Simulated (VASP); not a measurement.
Rh: single point with LDA

Rh:

```xyz
1
Lattice="0.0000 1.8979 1.8979 1.8979 0.0000 1.8979 1.8979 1.8979 0.0000" Properties=species:S:1:pos:R:3 pbc="T T T"
Rh    0.0000    0.0000    0.0000
```

```yaml
Program: VASP 6.6.1
Task: single point
Functional: LDA
Potentials_or_basis: VASP PAW LDA potentials, release 64 (Rh_pv)
Cutoff: 520 eV
k_mesh: 12 × 12 × 12
Occupations: fermi-dirac, width 0.05 eV
Spin: no spin polarisation
Dipole_correction: no
Further_INCAR_settings: ALGO = Normal; EDIFF = 1e-06; NBANDS = 14
```

| Item | Value |
| --- | --- |
| Pressure | -9.1 GPa |

Levels at points of the mesh, in eV from the Fermi level:
| k point | band 4 | band 5 | band 6 | band 7 | band 8 | band 9 | band 10 | band 11 |
| --- | --- | --- | --- | --- | --- | --- | --- | --- |
| (0.00, 0.00, 0.00) | -8.08 | -3.16 | -3.16 | -3.16 | -1.02 | -1.02 | 15.94 | 20.28 |
| (0.50, 0.00, 0.00) | -6.23 | -3.22 | -3.22 | 0.56 | 0.56 | 0.68 | 8.62 | 15.46 |
| (0.50, 0.50, 0.00) | -6.41 | -6.06 | 0.55 | 0.98 | 0.98 | 3.20 | 12.30 | 13.23 |

It took 14 s on 1 thread of Intel Xeon 8259CL (shared host), peak memory 0.13 GiB.
